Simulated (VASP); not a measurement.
# Nb (Fm-3m) in VASP: further runs

Aim: see how the results for Nb move with the level of theory and the settings. Levels: r2SCAN, LDA. Tasks: single point.

Everything below comes from runs of VASP 6.6.1. Logs are shortened: lines on timing, memory, paths and dates and some standing lists are left out, and cuts for length are marked.

## (1) The cell of the first run

It takes space group Fm-3m (No. 225, cubic). Conventional cell: a = 4.313 Å, b = 4.313 Å, c = 4.313 Å, α = 90.00°, β = 90.00°, γ = 90.00°. Within 4.0 Å of Nb (site symmetry m-3m) lie 12 Nb at 3.05 Å.

## (2) Single point, r2SCAN

File POSCAR:

```
Nb
1.0
    0.0000000000      2.1564811194      2.1564811194
    2.1564811194      0.0000000000      2.1564811194
    2.1564811194      2.1564811194      0.0000000000
Nb
1
Direct
    0.0000000000      0.0000000000      0.0000000000
```

File INCAR.step1:

```
SYSTEM = Nb
PREC = Accurate ; ENCUT = 520
ISMEAR = -1 ; SIGMA = 0.05
LREAL = .False. ; LASPH = .True.
NELM = 100 ; NBANDS = 12
GGA = PE ; ALGO = Normal
EDIFF = 1E-4 ; LWAVE = .True.
LCHARG = .False.
```

File INCAR.step2:

```
SYSTEM = Nb
PREC = Accurate ; ENCUT = 520
EDIFF = 1E-6 ; ISMEAR = -1
SIGMA = 0.05 ; LREAL = .False.
LASPH = .True. ; NELM = 100
ALGO = Normal ; ISIF = 2
LWAVE = .False. ; LCHARG = .True.
METAGGA = R2SCAN ; LMIXTAU = .True.
LELF = .True. ; LVHAR = .True.
NBANDS = 12 ; ISTART = 1
```

File KPOINTS:

```
Automatic mesh
0
Gamma
  11 11 11
  0 0 0
```

Potentials or basis: VASP PAW PBE potentials, release 64 (Nb_sv).

Started as:

```sh
$ cat potpaw_PBE.64/Nb_sv/POTCAR > POTCAR
$ cp INCAR.step1 INCAR
$ mpirun -np 1 vasp_std > vasp.out
$ cp INCAR.step2 INCAR
$ mpirun -np 1 vasp_std > vasp.out
```

OUTCAR:

```text
SYSTEM = Nb
   PREC = Accurate
   ENCUT = 520
   EDIFF = 1E-6
   ISMEAR = -1
   LREAL = .False.
   LASPH = .True.
   NELM = 100
   ISIF = 2
   METAGGA = R2SCAN
   ISTART = 1

 ion  position               nearest neighbor table
   1  0.000  0.000  0.000-

  LATTYP: Found a face centered cubic cell.
 ALAT       =     4.3129622388

  Lattice vectors:

 A1 = (   0.0000000000,   2.1564811194,   2.1564811194)
 A2 = (   2.1564811194,   0.0000000000,   2.1564811194)
 A3 = (   2.1564811194,   2.1564811194,   0.0000000000)

Analysis of symmetry for initial positions (statically):
=====================================================================
 Subroutine PRICEL returns:
 Original cell was already a primitive cell.

 Routine SETGRP: Setting up the symmetry group for a
 face centered cubic supercell.

 Subroutine GETGRP returns: Found 48 space group operations
 (whereof 48 operations were pure point group operations)
 out of a pool of 48 trial point group operations.

The static configuration has the point symmetry O_h .

Analysis of symmetry for dynamics (positions and initial velocities):
=====================================================================
 Subroutine PRICEL returns:
 Original cell was already a primitive cell.

 Routine SETGRP: Setting up the symmetry group for a
 face centered cubic supercell.

 Subroutine GETGRP returns: Found 48 space group operations
 (whereof 48 operations were pure point group operations)
 out of a pool of 48 trial point group operations.

The dynamic configuration has the point symmetry O_h .

 Subroutine INISYM returns: Found 48 space group operations
 (whereof 48 operations are pure point group operations),
 and found     1 'primitive' translations

----------------------------------------------------------------------------------------

                                     Primitive cell

  volume of cell :      20.0570

  direct lattice vectors                    reciprocal lattice vectors
     0.000000000  2.156481119  2.156481119    -0.231859206  0.231859206  0.231859206
     2.156481119  0.000000000  2.156481119     0.231859206 -0.231859206  0.231859206
     2.156481119  2.156481119  0.000000000     0.231859206  0.231859206 -0.231859206

  length of vectors
     3.049724846  3.049724846  3.049724846     0.401591925  0.401591925  0.401591925

  position of ions in fractional coordinates (direct lattice)
     0.000000000  0.000000000  0.000000000

[... 81 lines left out ...]
   ISIF   =      2    stress and relaxation
   ISYM   =      2    0-nonsym 1-usesym 2-fastsym
   POTIM  = 0.5000    time-step for ionic-motion
   TEBEG  =    0.0;   TEEND  =   0.0 temperature during run
   PSTRESS=    0.0 pullay stress
   NELECT =      13.0000    total number of electrons
   NUPDOWN=      -1.0000    fix difference up-down
   EMIN   =  10.00;   EMAX   =-10.00  energy-range for DOS
   EFERMI =   0.00;   METHOD = LEGACY
   ISMEAR =    -1;   SIGMA  =   0.05  broadening in eV -4-tet -1-fermi 0-gaus
   EFERMI_NEDOS =   21; number of points for ismear=-14 and -15
   IALGO  =     38    algorithm
   IMIX   =      4    mixing-type and parameters
     AMIX     =   0.40;   BMIX     =  1.00
     AMIX_MAG =   1.60;   BMIX_MAG =  1.00
  volume/ion in A,a.u.               =      20.06       135.35
  Fermi-wavevector in a.u.,A,eV,Ry     =   1.416773  2.677313 27.310238  2.007246
  Thomas-Fermi vector in A             =   2.538073
   LORBIT       =      0    0 simple, 1 ext, 2 COOP (PROOUT), +10 PAW based schemes
   METAGGA = R2SCAN    functional components
   LHFCALC =     F    Hartree Fock is set to
   AEXX    =    0.0000 exact exchange contribution
   IVDW    =     0    specifies the selected vdW correction
   LEPSILON=     F    determine dielectric tensor
   LRPA    =     F    only Hartree local field effects (RPA)
 non-spin polarized calculation
  energy-cutoff  :      520.00
  volume of cell :       20.06
 maximum number of plane-waves:       556
   NGX = 11   NGY = 11   NGZ = 11

 number of electron      12.9999999 magnetization

 Free energy of the ion-electron system (eV)
  ---------------------------------------------------
  ext. energy  EPLUGINS =         0.00000000
  ---------------------------------------------------
  free energy    TOTEN  =       -24.46530890 eV

  energy without entropy =      -24.45157464  energy(sigma->0) =      -24.45844177

 E-fermi :  10.0981     XC(G=0): -13.0071

 val. band max:       10.0203328769   @ k =  -0.4545   0.2727   0.0000
 cond. band min:      10.1101461073   @ k =   0.3636   0.1818   0.0909
 fundamental gap:      0.0898132305
 Fermi energy:        10.0981032454

 k-point     1 :       0.0000    0.0000    0.0000
  band No.  band energies     occupation
      1     -46.6641      2.00000
      2     -21.4119      2.00000
      3     -21.4119      2.00000
      4     -21.4119      2.00000
      5       3.6229      2.00000
      6      10.2330      0.12630
      7      10.2330      0.12630
      8      10.2330      0.12630
      9      12.8235      0.00000
     10      12.8235      0.00000
     11      22.2267      0.00000
     12      27.1657      0.00000
[... 331 lines left out ...]
 k-point    24 :      -0.1818    0.1818    0.0000
  band No.  band energies     occupation
      1     -46.5578      2.00000
      2     -21.9827      2.00000
      3     -21.6489      2.00000
      4     -21.4784      2.00000
      5       6.2107      2.00000
      6       8.8972      2.00000
      7      10.1900      0.27446
      8      11.4861      0.00000
      9      11.5688      0.00000
     10      14.3027      0.00000
     11      23.5035      0.00000
     12      25.8983      0.00000

 [... further k-points ...]

------------------------ aborting loop because EDIFF is reached ----------------------------------------

  FORCE on cell =-STRESS in cart. coord.  units (eV):
  Direction    XX          YY          ZZ          XY          YZ          ZX
  --------------------------------------------------------------------------------------
  -------------------------------------------------------------------------------------
  Total       -1.3341315     -1.3341315     -1.3341315     -0.0000000      0.0000000     -0.0000000
  in kB     -106.5717855   -106.5717855   -106.5717855     -0.0000000      0.0000000     -0.0000000
  external PRESSURE =    -106.5717855 kB  Pullay stress =       0.0000000 kB

 VOLUME and BASIS-vectors are now :
 -----------------------------------------------------------------------------
  energy-cutoff  :      520.00
  volume of cell :       20.06
      direct lattice vectors                 reciprocal lattice vectors
     0.000000000  2.156481119  2.156481119    -0.231859206  0.231859206  0.231859206
     2.156481119  0.000000000  2.156481119     0.231859206 -0.231859206  0.231859206
     2.156481119  2.156481119  0.000000000     0.231859206  0.231859206 -0.231859206

 POSITION                                       TOTAL-FORCE (eV/Angst)
 -----------------------------------------------------------------------------------
      0.00000      0.00000      0.00000         0.000000      0.000000      0.000000
 -----------------------------------------------------------------------------------
    total drift:                               -0.000000      0.000000     -0.000000

  FREE ENERGIE OF THE ION-ELECTRON SYSTEM (eV)
  ---------------------------------------------------
  free  energy   TOTEN  =       -24.4653089003 eV

  energy  without entropy=      -24.4515746351  energy(sigma->0) =      -24.45844177
```

Wall time 2.4 min (1 thread of AMD EPYC 7R13, shared host); peak memory 0.12 GiB.

What came out:

* Free energy: -24.4653 eV
* Pressure: -10.7 GPa

Caveat: the PAW data sets were made with another functional, which shifts forces and pressure a little.

## (3) Single point, LDA (volume scaled by 0.94)

File INCAR:

```
SYSTEM = Nb
  PREC = Accurate
  ENCUT = 520
  EDIFF = 1E-7
  ISMEAR = -1
  SIGMA = 0.05
  LREAL = .FALSE.
  LASPH = .TRUE.
  NELM = 60
  ALGO = Fast
  ISIF = 2
  LWAVE = .FALSE.
  LCHARG = .TRUE.
  GGA = CA
  LELF = .TRUE.
  LVHAR = .TRUE.
  NBANDS = 12
```

File KPOINTS:

```
regular mesh
0
G
  11 11 11
  0 0 0
```

File POSCAR:

```
Nb
1.0
    0.0000000000      2.0718246199      2.0718246199
    2.0718246199      0.0000000000      2.0718246199
    2.0718246199      2.0718246199      0.0000000000
Nb
1
Direct
    0.0000000000      0.0000000000      0.0000000000
```

Potentials or basis: VASP PAW LDA potentials, release 64 (Nb_sv).

Started as:

```sh
$ cat potpaw_LDA.64/Nb_sv/POTCAR > POTCAR
$ mpirun -np 1 vasp_std > vasp.out
```

OUTCAR:

```text
SYSTEM = Nb
   PREC = Accurate
   ENCUT = 520
   EDIFF = 1E-7
   ISMEAR = -1
   LREAL = .FALSE.
   LASPH = .TRUE.
   NELM = 60
   ISIF = 2
   GGA = CA

 ion  position               nearest neighbor table
   1  0.000  0.000  0.000-

  LATTYP: Found a face centered cubic cell.
 ALAT       =     4.1436492398

  Lattice vectors:

 A1 = (   0.0000000000,   2.0718246199,   2.0718246199)
 A2 = (   2.0718246199,   0.0000000000,   2.0718246199)
[... 540 lines left out ...]
     12      28.0014      0.00000

 [... further k-points ...]

------------------------ aborting loop because EDIFF is reached ----------------------------------------

  FORCE on cell =-STRESS in cart. coord.  units (eV):
  Direction    XX          YY          ZZ          XY          YZ          ZX
  --------------------------------------------------------------------------------------
  -------------------------------------------------------------------------------------
  Total       -0.1298600     -0.1298600     -0.1298600      0.0000000      0.0000000      0.0000000
  in kB      -11.6976095    -11.6976095    -11.6976095      0.0000000      0.0000000      0.0000000
  external PRESSURE =     -11.6976095 kB  Pullay stress =       0.0000000 kB

 VOLUME and BASIS-vectors are now :
 -----------------------------------------------------------------------------
  energy-cutoff  :      520.00
  volume of cell :       17.79
      direct lattice vectors                 reciprocal lattice vectors
     0.000000000  2.071824620  2.071824620    -0.241333168  0.241333168  0.241333168
     2.071824620  0.000000000  2.071824620     0.241333168 -0.241333168  0.241333168
     2.071824620  2.071824620  0.000000000     0.241333168  0.241333168 -0.241333168

 POSITION                                       TOTAL-FORCE (eV/Angst)
 -----------------------------------------------------------------------------------
      0.00000      0.00000      0.00000        -0.000000      0.000000      0.000000
 -----------------------------------------------------------------------------------
    total drift:                                0.000000     -0.000000     -0.000000

  FREE ENERGIE OF THE ION-ELECTRON SYSTEM (eV)
  ---------------------------------------------------
  free  energy   TOTEN  =       -10.9014911655 eV

  energy  without entropy=      -10.8897332097  energy(sigma->0) =      -10.89561219
```

OSZICAR:

```text
N       E                     dE             d eps       ncg     rms          rms(c)
DAV:   1     0.125386352772E+03    0.12539E+03   -0.71385E+03  1352   0.108E+03
DAV:   2    -0.565532362103E+01   -0.13104E+03   -0.12604E+03  1460   0.416E+02
DAV:   3    -0.110627338397E+02   -0.54074E+01   -0.51377E+01  2040   0.745E+01
[... 20 lines left out ...]
RMM:  24    -0.109014906290E+02   -0.54837E-06   -0.48422E-06  1324   0.785E-03    0.819E-03
RMM:  25    -0.109014908753E+02   -0.24636E-06   -0.29062E-06  1270   0.628E-03    0.718E-03
RMM:  26    -0.109014910692E+02   -0.19391E-06   -0.21726E-06  1220   0.579E-03    0.708E-03
RMM:  27    -0.109014910704E+02   -0.11107E-08   -0.15026E-06  1496   0.108E-02    0.160E-03
RMM:  28    -0.109014911655E+02   -0.95153E-07   -0.95956E-07  1165   0.836E-03
   1 F= -.10901491E+02 E0= -.10895612E+02  d E =-.117580E-01
```

stdout:

```text
POSCAR found type information on POSCAR Nb
 POSCAR found :  1 types and       1 ions
 scaLAPACK will be used
 LDA part: xc-table for (Slater(with rela. corr.)+CA(PZ))
 , standard interpolation
 POSCAR, INCAR and KPOINTS ok, starting setup
 FFT: planning ... GRIDC
 FFT: planning ... GRID_SOFT
 FFT: planning ... GRID
 WAVECAR not read
 entering main loop
WARNING in EDDRMM: call to ZHEGV failed, returncode =   6  3      8
WARNING in EDDRMM: call to ZHEGV failed, returncode =   6  3      9
```

It took 18 s on 1 thread of AMD EPYC 9R45 (Zen 5), shared host; peak memory 0.1 GiB.

What came out:

```
Free energy : -10.9015 eV
Pressure    : -1.2 GPa
```

## (4) Single point, LDA (volume scaled by 0.96)

File INCAR:

```
SYSTEM = Nb
  PREC = Accurate
  ENCUT = 520
  EDIFF = 1E-6
  ISMEAR = -1
  SIGMA = 0.05
  LREAL = .False.
  LASPH = .True.
  NELM = 80
  ALGO = Normal
  ISIF = 2
  LWAVE = .False.
  LCHARG = .True.
  LELF = .True.
  LVHAR = .True.
  NBANDS = 12
```

File KPOINTS:

```
Automatic mesh
0
Gamma
  11 11 11
  0 0 0
```

File POSCAR:

```
Nb
1.0
    0.0000000000      2.0864154149      2.0864154149
    2.0864154149      0.0000000000      2.0864154149
    2.0864154149      2.0864154149      0.0000000000
Nb
1
Direct
    0.0000000000      0.0000000000      0.0000000000
```

Started as:

```sh
$ cat potpaw_LDA.64/Nb_sv/POTCAR > POTCAR
$ mpirun -np 1 vasp_std > vasp.out
```

Wall time 7.1 s (1 thread of AMD EPYC 9R45 (Zen 5), shared host); peak memory 0.1 GiB.

The run converged. Its results:

- Free energy: -10.8947 eV
- Pressure: -4.8 GPa

Levels at points of the mesh, in eV from the Fermi level:
| k point | band 3 | band 4 | band 5 | band 6 | band 7 | band 8 | band 9 | band 10 |
| --- | --- | --- | --- | --- | --- | --- | --- | --- |
| (0.00, 0.00, 0.00) | -29.93 | -29.93 | -6.29 | 0.06 | 0.06 | 0.06 | 2.75 | 2.75 |

## (5) Summary

```tsv
level	potentials or basis	cell	gap on the mesh (eV)	pressure (GPa)
r2SCAN	VASP PAW PBE potentials, release 64 (Nb_sv)	a = 3.050 Å, angles 60.0°, 1 atom	none	-10.7
LDA	VASP PAW LDA potentials, release 64 (Nb_sv)	a = 2.930 Å, angles 60.0°, 1 atom	none	-1.2
LDA	VASP PAW LDA potentials, release 64 (Nb_sv)	a = 2.951 Å, angles 60.0°, 1 atom	none	-4.8
```

Alike in all rows: task single point; no spin polarisation; k mesh 11 × 11 × 11; cutoff (eV) 520; smearing fermi-dirac 0.05 eV.

Caveats: the PAW data sets were made with another functional, which shifts forces and pressure a little (some runs).

Total energies depend on the potentials used, so only differences within one code and one set of settings carry meaning.
